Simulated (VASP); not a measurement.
# SnS2 in VASP: notebook, part 2 of 2

VASP 6.6.1.

## (3) Relaxation of the atoms, PBE+D3(BJ)

This run uses another cell than the first one: it holds 12 atoms, not 27.

The input, INCAR:

```
ALGO = Normal ; DIPOL = 0.5 0.5 0.500
EDIFF = 1E-7 ; EDIFFG = -0.03
ENCUT = 450 ; GGA = PE
GGA_COMPAT = F ; IBRION = 2
IDIPOL = 3 ; ISIF = 2
ISMEAR = 0 ; IVDW = 12
KPAR = 2 ; LASPH = T
LCHARG = F ; LDIPOL = T
LREAL = F ; LWAVE = F
NCORE = 2 ; NELM = 120
NELMDL = -8 ; NELMIN = 4
NSW = 90 ; PREC = Accurate
SIGMA = 0.05
```

The input, KPOINTS:

```
k-points
0
Gamma
  3 3 1
```

The input, POSCAR:

```
SnS2
1.0
    7.3394829540      0.0000000000      0.0000000000
   -3.6697414770      6.3561786888      0.0000000000
    0.0000000000      0.0000000000     18.9562884060
S Sn
8 4
Selective dynamics
Direct
    0.1666666667      0.3333333333      0.4220235433  F F F
    0.1666666667      0.8333333333      0.4220235433  F F F
    0.6666666667      0.3333333333      0.4220235433  F F F
    0.6666666667      0.8333333333      0.4220235433  F F F
    0.3333333333      0.1666666667      0.5779764567  T T T
    0.3333333333      0.6666666667      0.5779764567  T T T
    0.8333333333      0.1666666667      0.5779764567  T T T
    0.8333333333      0.6666666667      0.5779764567  T T T
    0.0000000000      0.0000000000      0.5000000000  T T T
    0.0000000000      0.5000000000      0.5000000000  T T T
    0.5000000000      0.0000000000      0.5000000000  T T T
    0.5000000000      0.5000000000      0.5000000000  T T T
```

Potentials or basis: VASP PAW PBE potentials, release 64 (S, Sn_d).

Run with:

```console
> cat potpaw_PBE.64/S/POTCAR potpaw_PBE.64/Sn_d/POTCAR > POTCAR
> mpirun -np 4 vasp_std > vasp.out
```

OUTCAR:

```text
EDIFF = 1E-7
   EDIFFG = -0.03
   ENCUT = 450
   GGA = PE
   IBRION = 2
   ISIF = 2
   ISMEAR = 0
   IVDW = 12
   LASPH = T
   LREAL = F
   NELM = 120
   NELMDL = -8
   NELMIN = 4
   NSW = 90
   PREC = Accurate
 IVDW          = 12

 ion  position               nearest neighbor table
   1  0.167  0.333  0.422-   9 2.58  12 2.58  10 2.58
   2  0.167  0.833  0.422-  10 2.58  11 2.58   9 2.58
   3  0.667  0.333  0.422-  11 2.58  10 2.58  12 2.58
   4  0.667  0.833  0.422-  12 2.58   9 2.58  11 2.58
   5  0.333  0.167  0.578-  12 2.58   9 2.58  11 2.58
   6  0.333  0.667  0.578-  11 2.58  10 2.58  12 2.58
   7  0.833  0.167  0.578-  10 2.58  11 2.58   9 2.58
   8  0.833  0.667  0.578-   9 2.58  12 2.58  10 2.58
   9  0.000  0.000  0.500-   1 2.58   8 2.58   5 2.58   4 2.58   7 2.58   2 2.58  10 3.67  12 3.67
                            10 3.67  12 3.67  11 3.67  11 3.67
  10  0.000  0.500  0.500-   2 2.58   7 2.58   6 2.58   3 2.58   1 2.58   8 2.58   9 3.67  11 3.67
[... 486 lines left out ...]

 vacuum level on the upper side and lower side of the slab       (xc-potential included)        -0.053        -0.015

 Edisp (eV)   -2.78199

 E8    (eV) :    -1.2187

  FORCE on cell =-STRESS in cart. coord.  units (eV):
  Direction    XX          YY          ZZ          XY          YZ          ZX
  --------------------------------------------------------------------------------------
  -------------------------------------------------------------------------------------
  Total      -0.30036    -0.30036     0.18924     0.00000    -0.00000     0.00000
  in kB      -0.54418    -0.54418     0.34286     0.00000    -0.00000     0.00000
  external pressure =       -0.25 kB  Pullay stress =        0.00 kB

 VOLUME and BASIS-vectors are now :
 -----------------------------------------------------------------------------
  energy-cutoff  :      450.00
  volume of cell :      884.33
      direct lattice vectors                 reciprocal lattice vectors
     7.339482954  0.000000000  0.000000000     0.136249380  0.078663616  0.000000000
    -3.669741477  6.356178689  0.000000000     0.000000000  0.157327232  0.000000000
     0.000000000  0.000000000 18.956288406     0.000000000  0.000000000  0.052752943

 POSITION                                       TOTAL-FORCE (eV/Angst)
 -----------------------------------------------------------------------------------
      0.00000      2.11873      8.00000         0.000000      0.000000     -0.032790
     -1.83487      5.29682      8.00000        -0.000000      0.000000     -0.032790
      3.66974      2.11873      8.00000        -0.000000     -0.000000     -0.032790
      1.83487      5.29682      8.00000        -0.000000      0.000000     -0.032790
      1.83487      1.05936     10.95792         0.000000      0.000000      0.017248
     -0.00000      4.23745     10.95792         0.000000     -0.000000      0.017248
      5.50461      1.05936     10.95792         0.000000     -0.000000      0.017248
      3.66974      4.23745     10.95792        -0.000000     -0.000000      0.017248
      0.00000      0.00000      9.47814        -0.000000      0.000000      0.015542
     -1.83487      3.17809      9.47814        -0.000000      0.000000      0.015542
      3.66974      0.00000      9.47814        -0.000000      0.000000      0.015542
      1.83487      3.17809      9.47814        -0.000000      0.000000      0.015542
 -----------------------------------------------------------------------------------
    total drift:                                0.000000     -0.000000     -0.000292

  FREE ENERGIE OF THE ION-ELECTRON SYSTEM (eV)
  ---------------------------------------------------
  free  energy   TOTEN  =       -55.5935291724 eV

  energy  without entropy=      -55.5935291724  energy(sigma->0) =      -55.59352917

 reached required accuracy - stopping structural energy minimisation

 vacuum level on the upper side and lower side of the slab         3.415         3.449
```

CONTCAR:

```text
SnS2
   1.00000000000000
     7.3394829540000002    0.0000000000000000    0.0000000000000000
    -3.6697414770000001    6.3561786888000000    0.0000000000000000
     0.0000000000000000    0.0000000000000000   18.9562884059999988
  S               Sn
     8     4
Selective dynamics
Direct
[... 14 lines left out ...]
  0.00000000E+00  0.00000000E+00  0.00000000E+00
  0.00000000E+00  0.00000000E+00  0.00000000E+00
  0.00000000E+00  0.00000000E+00  0.00000000E+00
  0.00000000E+00  0.00000000E+00  0.00000000E+00
  0.00000000E+00  0.00000000E+00  0.00000000E+00
  0.00000000E+00  0.00000000E+00  0.00000000E+00
  0.00000000E+00  0.00000000E+00  0.00000000E+00
  0.00000000E+00  0.00000000E+00  0.00000000E+00
  0.00000000E+00  0.00000000E+00  0.00000000E+00
  0.00000000E+00  0.00000000E+00  0.00000000E+00
  0.00000000E+00  0.00000000E+00  0.00000000E+00
```

Wall time 3.3 min (4 MPI ranks of Intel Xeon Platinum 8488C (Sapphire Rapids), shared host); peak memory 0.55 GiB.

Results:

| Quantity | Value |
| --- | --- |
| Free energy | -55.5935 eV |
| Energy gained by relaxing | 0.0 meV/atom |
| Ionic steps | 2 |
| Band gap on the k mesh | 1.59 eV |
| Dispersion energy per atom | -0.232 eV |

The path:
| step | energy change (eV) | largest force on free atoms (eV/Å) | pressure (GPa) |
| --- | --- | --- | --- |
| 1 | 0.0000 | 0.0339 | -0.01 |
| 2 | -0.0002 | 0.0172 | -0.02 |

Final structure:
```xyz
12
Lattice="7.3395 0.0000 0.0000 -3.6697 6.3562 0.0000 0.0000 0.0000 18.9563" Properties=species:S:1:pos:R:3 pbc="T T T"
S     0.0000    2.1187    8.0000
S    -1.8349    5.2968    8.0000
S     3.6697    2.1187    8.0000
S     1.8349    5.2968    8.0000
S     1.8349    1.0594   10.9579
S     0.0000    4.2375   10.9579
S     5.5046    1.0594   10.9579
S     3.6697    4.2375   10.9579
Sn    0.0000    0.0000    9.4781
Sn   -1.8349    3.1781    9.4781
Sn    3.6697    0.0000    9.4781
Sn    1.8349    3.1781    9.4781
```

Caveat: spin-orbit coupling is left out, which moves the levels of the heavy elements.
